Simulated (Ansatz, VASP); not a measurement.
# SnO: VASP beside Ansatz

The input INCAR:

```
  ALGO = Normal
  EDIFF = 1E-7
  ENCUT = 520
  GGA = PE
  GGA_COMPAT = False
  ISIF = 2
  ISMEAR = -1
  LASPH = True
  LCHARG = False
  LORBIT = 11
  LORBMOM = True
  LREAL = False
  LSORBIT = True
  LWAVE = False
  MAGMOM = 0 0 0 0 0 0
  NBANDS = 32
  NELM = 150
  PREC = Accurate
  SIGMA = 0.02
```

Contents of KPOINTS:

```
k-points
0
Gamma
  8 8 8
```

POSCAR

```
SnO
1.0
    0.0000000000      2.7082147584      2.7082147584
    2.7082147584      0.0000000000      2.7082147584
    2.7082147584      2.7082147584      0.0000000000
Sn O
1 1
Direct
    0.0000000000      0.0000000000      0.0000000000
    0.2500000000      0.2500000000      0.2500000000
```

Input for Ansatz:

```yaml
crystal:
  lattice:
    - [0.0, 2.7082147584, 2.7082147584]
    - [2.7082147584, 0.0, 2.7082147584]
    - [2.7082147584, 2.7082147584, 0.0]
  atoms:
    - { symbol: Sn, position: [0.0, 0.0, 0.0] }
    - { symbol: O, position: [0.25, 0.25, 0.25] }
kpoints:
  mp_grid: { grid: [8, 8, 8] }
  band_path:
    path:
      - [0.0, 0.0, 0.0]
      - [-0.5, -0.5, 0.0]
      - [-0.375, -0.375, 0.25]
      - [-0.375, 0.0, 0.375]
      - [0.0, 0.0, 0.5]
      - [-0.5, -0.25, 0.25]
      - [-0.5, -0.4, 0.1]
    npoints: 1
hamiltonian:
  xc: pbe
scf:
  occupations: { method: fermi_dirac, width: 0.02 }
  n_extra_bands: 8
magnetization:
  noncollinear: true
  spin_orbit: true
output:
  forces: true
  stress: true
  eigenvalues: true
```

Alike in both runs: task single point; functional PBE; k mesh 8 × 8 × 8; occupations fermi-dirac, width 0.02 eV; non-collinear spin, spin-orbit coupling.

```csv
,VASP,Ansatz
version,VASP 6.6.1,Ansatz 0.2.0
potentials or method,"VASP PAW PBE potentials, release 64 (Sn_d, O)","plane waves, PAW"
plane-wave cutoff (eV),520,420
valence electrons in the cell,20,20
```

Ansatz gave:

| Quantity | Value |
| --- | --- |
| pressure (GPa) | 2.3 |
| net moment per atom (μB) | 0.00 |

**Question.** What did VASP give for the same quantities?

**Answer.** Pressure (GPa): 2.4; net moment per atom (μB): 0.00.

The functional is the same, so the differences come from potentials, cutoffs and numerics.
